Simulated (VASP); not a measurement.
# KF in VASP: notebook, part 2 of 3

VASP 6.6.1. The steps go on from the part before.

## (3) Electric field gradients, PBEsol (equal xx and yy strain of +1 %)

INCAR

```
PREC = Accurate
ENCUT = 520
EDIFF = 1E-8
ISMEAR = -1
SIGMA = 0.01
LREAL = F
LASPH = T
NELM = 80
ALGO = Normal
ISIF = 2
LWAVE = F
LCHARG = F
GGA = PS
LEFG = T
NBANDS = 15
```

KPOINTS

```
Automatic mesh
0
Gamma
  9 9 9
```

POSCAR

```
KF
1.0
    0.0000000000      2.7002350000      2.6735000000
    2.7002350000      0.0000000000      2.6735000000
    2.7002350000      2.7002350000      0.0000000000
K F
1 1
Direct
    0.0000000000      0.0000000000      0.0000000000
    0.5000000000      0.5000000000      0.5000000000
```

Potentials or basis: VASP PAW PBE potentials, release 64 (K_sv, F).

Started as:

```console
cat potpaw_PBE.64/K_sv/POTCAR potpaw_PBE.64/F/POTCAR > POTCAR
mpirun -np 1 vasp_std > vasp.out
```

OUTCAR:

```text
PREC = Accurate
   ENCUT = 520
   EDIFF = 1E-8
   ISMEAR = -1
   LREAL = F
   LASPH = T
   NELM = 80
   ISIF = 2
   GGA = PS

 ion  position               nearest neighbor table
   1  0.000  0.000  0.000-   2 2.67   2 2.67   2 2.70   2 2.70   2 2.70   2 2.70
   2  0.500  0.500  0.500-   1 2.67   1 2.67   1 2.70   1 2.70   1 2.70   1 2.70

  LATTYP: Found a body centered tetragonal cell.
 ALAT       =     3.8187089586
 C/A-ratio  =     1.4002114479

  Lattice vectors:

 A1 = (   0.0000000000,  -2.7002350000,  -2.6735000000)
 A2 = (   0.0000000000,   2.7002350000,  -2.6735000000)
 A3 = (   2.7002350000,   0.0000000000,   2.6735000000)

Analysis of symmetry for initial positions (statically):
=====================================================================
 Subroutine PRICEL returns:
 Original cell was already a primitive cell.

 Routine SETGRP: Setting up the symmetry group for a
 body centered tetragonal supercell.

 Subroutine GETGRP returns: Found 16 space group operations
 (whereof 16 operations were pure point group operations)
 out of a pool of 16 trial point group operations.

The static configuration has the point symmetry D_4h.

Analysis of symmetry for dynamics (positions and initial velocities):
=====================================================================
 Subroutine PRICEL returns:
 Original cell was already a primitive cell.

 Routine SETGRP: Setting up the symmetry group for a
 body centered tetragonal supercell.

 Subroutine GETGRP returns: Found 16 space group operations
 (whereof 16 operations were pure point group operations)
 out of a pool of 16 trial point group operations.

The dynamic configuration has the point symmetry D_4h.

 Subroutine INISYM returns: Found 16 space group operations
 (whereof 16 operations are pure point group operations),
 and found     1 'primitive' translations

----------------------------------------------------------------------------------------

                                     Primitive cell

  volume of cell :      38.9864

  direct lattice vectors                    reciprocal lattice vectors
     0.000000000  2.700235000  2.673500000    -0.185169069  0.185169069  0.187020759
     2.700235000  0.000000000  2.673500000     0.185169069 -0.185169069  0.187020759
     2.700235000  2.700235000  0.000000000     0.185169069  0.185169069 -0.187020759

  length of vectors
     3.799851485  3.799851485  3.818708959     0.321794861  0.321794861  0.321794861

  position of ions in fractional coordinates (direct lattice)
     0.000000000  0.000000000  0.000000000
     0.500000000  0.500000000  0.500000000

  ion indices of the primitive-cell ions
   primitive index   ion index
                 1           1
                 2           2

----------------------------------------------------------------------------------------

 KPOINTS: Automatic mesh
[... 84 lines left out ...]
   EFERMI_NEDOS =   21; number of points for ismear=-14 and -15
   IALGO  =     38    algorithm
   IMIX   =      4    mixing-type and parameters
     AMIX     =   0.40;   BMIX     =  1.00
     AMIX_MAG =   1.60;   BMIX_MAG =  1.00
  volume/ion in A,a.u.               =      19.49       131.55
  Fermi-wavevector in a.u.,A,eV,Ry     =   1.216589  2.299019 20.137815  1.480088
  Thomas-Fermi vector in A             =   2.351937
   LORBIT       =      0    0 simple, 1 ext, 2 COOP (PROOUT), +10 PAW based schemes
   GGA     = PS    functional components
   LHFCALC =     F    Hartree Fock is set to
   AEXX    =    0.0000 exact exchange contribution
   IVDW    =     0    specifies the selected vdW correction
   LEPSILON=     F    determine dielectric tensor
   LRPA    =     F    only Hartree local field effects (RPA)
 non-spin polarized calculation
  energy-cutoff  :      520.00
  volume of cell :       38.99
 maximum number of plane-waves:      1062
   NGX = 15   NGY = 15   NGZ = 15

 number of electron      15.9999991 magnetization

 Free energy of the ion-electron system (eV)
  ---------------------------------------------------
  ext. energy  EPLUGINS =         0.00000000
  ---------------------------------------------------
  free energy    TOTEN  =        -8.51534001 eV

  energy without entropy =       -8.51534001  energy(sigma->0) =       -8.51534001

 E-fermi :  -2.6933     XC(G=0):  -8.5035

 val. band max:       -2.9528428000   @ k =   0.0000   0.0000   0.0000
 cond. band min:       2.9616343124   @ k =   0.0000   0.0000   0.0000
 fundamental gap:      5.9144771124
 Fermi energy:        -2.6933238525

 k-point     1 :       0.0000    0.0000    0.0000
  band No.  band energies     occupation
      1     -28.9880      2.00000
      2     -21.4798      2.00000
      3     -12.3159      2.00000
      4     -12.3159      2.00000
      5     -12.3137      2.00000
      6      -2.9666      2.00000
      7      -2.9666      2.00000
      8      -2.9528      2.00000
      9       2.9616      0.00000
     10       7.5961      0.00000
     11       7.5961      0.00000
     12       7.6549      0.00000
     13       9.2105      0.00000
     14       9.3077      0.00000
[... 401 lines left out ...]
      2     -21.4956      2.00000
      3     -12.8216      2.00000
      4     -12.5184      2.00000
      5     -12.5184      2.00000
      6      -3.2053      2.00000
      7      -3.0296      2.00000
      8      -3.0296      2.00000
      9       5.1504      0.00000
     10       6.9260      0.00000
     11       8.7150      0.00000
     12      10.4717      0.00000
     13      10.9841      0.00000
     14      10.9841      0.00000
     15      12.9174      0.00000

 [... further k-points ...]

------------------------ aborting loop because EDIFF is reached ----------------------------------------

  FORCE on cell =-STRESS in cart. coord.  units (eV):
  Direction    XX          YY          ZZ          XY          YZ          ZX
  --------------------------------------------------------------------------------------
  -------------------------------------------------------------------------------------
  Total       -0.3389570     -0.3389570     -0.2303126      0.0000000      0.0000000      0.0000000
  in kB      -13.9297023    -13.9297023     -9.4648759      0.0000000      0.0000000      0.0000000
  external PRESSURE =     -12.4414269 kB  Pullay stress =       0.0000000 kB

 VOLUME and BASIS-vectors are now :
 -----------------------------------------------------------------------------
  energy-cutoff  :      520.00
  volume of cell :       38.99
      direct lattice vectors                 reciprocal lattice vectors
     0.000000000  2.700235000  2.673500000    -0.185169069  0.185169069  0.187020759
     2.700235000  0.000000000  2.673500000     0.185169069 -0.185169069  0.187020759
     2.700235000  2.700235000  0.000000000     0.185169069  0.185169069 -0.187020759

 POSITION                                       TOTAL-FORCE (eV/Angst)
 -----------------------------------------------------------------------------------
      0.00000      0.00000      0.00000         0.000000     -0.000000      0.000000
      2.70024      2.70024      2.67350        -0.000000      0.000000      0.000000
 -----------------------------------------------------------------------------------
    total drift:                                0.000000      0.000000      0.000000

  FREE ENERGIE OF THE ION-ELECTRON SYSTEM (eV)
  ---------------------------------------------------
  free  energy   TOTEN  =        -8.5153400111 eV

  energy  without entropy=       -8.5153400111  energy(sigma->0) =       -8.51534001

 Electric field gradients (V/A^2)
---------------------------------------------------------------------
 ion       V_xx      V_yy      V_zz      V_xy      V_xz      V_yz
---------------------------------------------------------------------
   1       1.272     1.272    -2.544     0.000     0.000     0.000
   2       0.579     0.579    -1.158     0.007     0.009     0.009
---------------------------------------------------------------------

 Electric field gradients after diagonalization (V/A^2)
 (convention: |V_zz| > |V_xx| > |V_yy|)
----------------------------------------------------------------------
 ion       V_xx      V_yy      V_zz     asymmetry (V_yy - V_xx)/ V_zz
----------------------------------------------------------------------
   1       1.272     1.272    -2.544       0.000
   2       0.586     0.571    -1.158       0.013
----------------------------------------------------------------------

           NMR quadrupolar parameters

 Cq : quadrupolar parameter    Cq=e*Q*V_zz/h
 eta: asymmetry parameters     (V_yy - V_xx)/ V_zz
 Q  : nuclear electric quadrupole moment in mb (millibarn)
----------------------------------------------------------------------
 ion       Cq(MHz)       eta       Q (mb)
----------------------------------------------------------------------
   1      -0.006       0.000       1.000
   2      -0.003       0.013       1.000
----------------------------------------------------------------------
```

OSZICAR:

```text
N       E                     dE             d eps       ncg     rms          rms(c)
DAV:   1     0.107907522812E+03    0.10791E+03   -0.81644E+03  2258   0.103E+03
DAV:   2    -0.518032596047E+01   -0.11309E+03   -0.10346E+03  2951   0.279E+02
DAV:   3    -0.954085919599E+01   -0.43605E+01   -0.43404E+01  2884   0.491E+01
DAV:   4    -0.964650024590E+01   -0.10564E+00   -0.10563E+00  3121   0.741E+00
DAV:   5    -0.964787004900E+01   -0.13698E-02   -0.13698E-02  2978   0.688E-01    0.585E+00
DAV:   6    -0.855716316029E+01    0.10907E+01   -0.30341E+00  2432   0.138E+01    0.394E+00
DAV:   7    -0.852078250453E+01    0.36381E-01   -0.66898E-02  2810   0.221E+00    0.224E+00
DAV:   8    -0.851316473946E+01    0.76178E-02   -0.51870E-02  2663   0.224E+00    0.210E-01
DAV:   9    -0.851470343199E+01   -0.15387E-02   -0.44344E-03  2733   0.557E-01    0.122E-01
DAV:  10    -0.851510863167E+01   -0.40520E-03   -0.37228E-04  2532   0.170E-01    0.801E-02
DAV:  11    -0.851533995059E+01   -0.23132E-03   -0.21815E-04  2376   0.107E-01    0.149E-02
DAV:  12    -0.851533995354E+01   -0.29493E-08   -0.11772E-05  2845   0.335E-02    0.517E-03
DAV:  13    -0.851533993239E+01    0.21153E-07   -0.26143E-06  2474   0.137E-02    0.247E-03
DAV:  14    -0.851533998507E+01   -0.52683E-07   -0.69024E-08  2929   0.255E-03    0.562E-04
DAV:  15    -0.851534000581E+01   -0.20738E-07   -0.45313E-09  1970   0.511E-04    0.802E-05
DAV:  16    -0.851534001112E+01   -0.53055E-08   -0.85082E-10  1447   0.257E-04
   1 F= -.85153400E+01 E0= -.85153400E+01  d E =-.141049E-13
```

It took 39 s on 1 thread of Intel Xeon Platinum 8488C (Sapphire Rapids), shared host; peak memory 0.18 GiB.

Results:

* Free energy: -8.5153 eV
* Pressure: -1.2 GPa
* Band gap on the k mesh: 5.91 eV
* Largest electric field gradient by atom: K -2.5; F -1.2 V/Å²

Stress tensor (GPa, compression positive):
```
-1.39  0.00  0.00
 0.00 -1.39  0.00
 0.00  0.00 -0.95
```

Electric field gradients, principal values (V/Å²):
| atom | least | middle | greatest (by size) |
| --- | --- | --- | --- |
| 1 K | 1.272 | 1.272 | -2.544 |
| 2 F | 0.571 | 0.586 | -1.158 |

Caveat: the cell differs from its parent crystal (equal xx and yy strain of +1 %); without QUAD_EFG the Cq values of the log hold for a quadrupole moment of 1 mb, not for the nuclei; the PAW data sets were made with another functional, which shifts forces and pressure a little; an odd mesh through Γ misses points on the zone boundary, where band edges can lie.

## (4) Electric field gradients, PBEsol (equal xx and yy strain of +2 %)

INCAR

```
SYSTEM = KF
PREC = Accurate
ENCUT = 520
EDIFF = 1E-8
ISMEAR = -1
SIGMA = 0.01
LREAL = .False.
LASPH = .True.
NELM = 100
ALGO = Normal
ISIF = 2
LWAVE = .False.
LCHARG = .False.
GGA = PS
LEFG = .True.
NBANDS = 15
```

KPOINTS

```
regular mesh
0
Gamma
  9 9 9
  0 0 0
```

POSCAR

```
KF
1.0
    0.0000000000      2.7269700000      2.6735000000
    2.7269700000      0.0000000000      2.6735000000
    2.7269700000      2.7269700000      0.0000000000
K F
1 1
Direct
    0.0000000000      0.0000000000      0.0000000000
    0.5000000000      0.5000000000      0.5000000000
```

Potentials or basis: VASP PAW PBE potentials, release 64 (K_sv, F).

Started as:

```console
cat potpaw_PBE.64/K_sv/POTCAR potpaw_PBE.64/F/POTCAR > POTCAR
mpirun -np 1 vasp_std > vasp.out
```

OUTCAR:

```text
SYSTEM = KF
   PREC = Accurate
   ENCUT = 520
   EDIFF = 1E-8
   ISMEAR = -1
   LREAL = .False.
   LASPH = .True.
   NELM = 100
   ISIF = 2
   GGA = PS

 ion  position               nearest neighbor table
   1  0.000  0.000  0.000-   2 2.67   2 2.67   2 2.73   2 2.73   2 2.73   2 2.73
   2  0.500  0.500  0.500-   1 2.67   1 2.67   1 2.73   1 2.73   1 2.73   1 2.73

  LATTYP: Found a body centered tetragonal cell.
 ALAT       =     3.8565179582
 C/A-ratio  =     1.3864838847

  Lattice vectors:

 A1 = (   0.0000000000,  -2.7269700000,  -2.6735000000)
 A2 = (   0.0000000000,   2.7269700000,  -2.6735000000)
 A3 = (   2.7269700000,   0.0000000000,   2.6735000000)

Analysis of symmetry for initial positions (statically):
=====================================================================
 Subroutine PRICEL returns:
 Original cell was already a primitive cell.

 Routine SETGRP: Setting up the symmetry group for a
 body centered tetragonal supercell.

 Subroutine GETGRP returns: Found 16 space group operations
 (whereof 16 operations were pure point group operations)
 out of a pool of 16 trial point group operations.

The static configuration has the point symmetry D_4h.

Analysis of symmetry for dynamics (positions and initial velocities):
=====================================================================
 Subroutine PRICEL returns:
 Original cell was already a primitive cell.

 Routine SETGRP: Setting up the symmetry group for a
 body centered tetragonal supercell.

 Subroutine GETGRP returns: Found 16 space group operations
 (whereof 16 operations were pure point group operations)
 out of a pool of 16 trial point group operations.
[... 577 lines left out ...]
      7      -3.0858      2.00000
      8      -3.0858      2.00000
      9       5.0670      0.00000
     10       6.7744      0.00000
     11       8.5898      0.00000
     12      10.3173      0.00000
     13      10.8169      0.00000
     14      10.8169      0.00000
     15      12.7025      0.00000

 [... further k-points ...]

------------------------ aborting loop because EDIFF is reached ----------------------------------------

  FORCE on cell =-STRESS in cart. coord.  units (eV):
  Direction    XX          YY          ZZ          XY          YZ          ZX
  --------------------------------------------------------------------------------------
  -------------------------------------------------------------------------------------
  Total       -0.4962246     -0.4962246     -0.2978783      0.0000000      0.0000000     -0.0000000
  in kB      -19.9948429    -19.9948429    -12.0026895      0.0000000      0.0000000     -0.0000000
  external PRESSURE =     -17.3307918 kB  Pullay stress =       0.0000000 kB

 VOLUME and BASIS-vectors are now :
 -----------------------------------------------------------------------------
  energy-cutoff  :      520.00
  volume of cell :       39.76
      direct lattice vectors                 reciprocal lattice vectors
     0.000000000  2.726970000  2.673500000    -0.183353686  0.183353686  0.187020759
     2.726970000  0.000000000  2.673500000     0.183353686 -0.183353686  0.187020759
     2.726970000  2.726970000  0.000000000     0.183353686  0.183353686 -0.187020759

 POSITION                                       TOTAL-FORCE (eV/Angst)
 -----------------------------------------------------------------------------------
      0.00000      0.00000      0.00000         0.000000     -0.000000      0.000000
      2.72697      2.72697      2.67350        -0.000000      0.000000      0.000000
 -----------------------------------------------------------------------------------
    total drift:                                0.000000      0.000000      0.000000

  FREE ENERGIE OF THE ION-ELECTRON SYSTEM (eV)
  ---------------------------------------------------
  free  energy   TOTEN  =        -8.5080648518 eV

  energy  without entropy=       -8.5080648518  energy(sigma->0) =       -8.50806485

 Electric field gradients (V/A^2)
---------------------------------------------------------------------
 ion       V_xx      V_yy      V_zz      V_xy      V_xz      V_yz
---------------------------------------------------------------------
   1       2.473     2.473    -4.945     0.001    -0.000    -0.000
   2       1.093     1.093    -2.185     0.007     0.002     0.002
---------------------------------------------------------------------

 Electric field gradients after diagonalization (V/A^2)
 (convention: |V_zz| > |V_xx| > |V_yy|)
----------------------------------------------------------------------
 ion       V_xx      V_yy      V_zz     asymmetry (V_yy - V_xx)/ V_zz
----------------------------------------------------------------------
   1       2.473     2.472    -4.945       0.000
   2       1.100     1.085    -2.185       0.007
----------------------------------------------------------------------

           NMR quadrupolar parameters

 Cq : quadrupolar parameter    Cq=e*Q*V_zz/h
 eta: asymmetry parameters     (V_yy - V_xx)/ V_zz
 Q  : nuclear electric quadrupole moment in mb (millibarn)
----------------------------------------------------------------------
 ion       Cq(MHz)       eta       Q (mb)
----------------------------------------------------------------------
   1      -0.012       0.000       1.000
   2      -0.005       0.007       1.000
----------------------------------------------------------------------
```

Wall time 39 s (1 thread of Intel Xeon Platinum 8488C (Sapphire Rapids), shared host); peak memory 0.18 GiB.

What came out:

| Property | Result |
| --- | --- |
| Free energy | -8.5081 eV |
| Pressure | -1.7 GPa |
| Band gap on the k mesh | 5.81 eV |
| Largest electric field gradient by atom | K -4.9; F -2.2 V/Å² |

Electric field gradients, principal values (V/Å²):
```tsv
atom	least	middle	greatest (by size)
1 K	2.472	2.473	-4.945
2 F	1.085	1.100	-2.185
```

Caveat: the cell differs from its parent crystal (equal xx and yy strain of +2 %); without QUAD_EFG the Cq values of the log hold for a quadrupole moment of 1 mb, not for the nuclei; the PAW data sets were made with another functional, which shifts forces and pressure a little; an odd mesh through Γ misses points on the zone boundary, where band edges can lie.

[end of part 2 of 3]
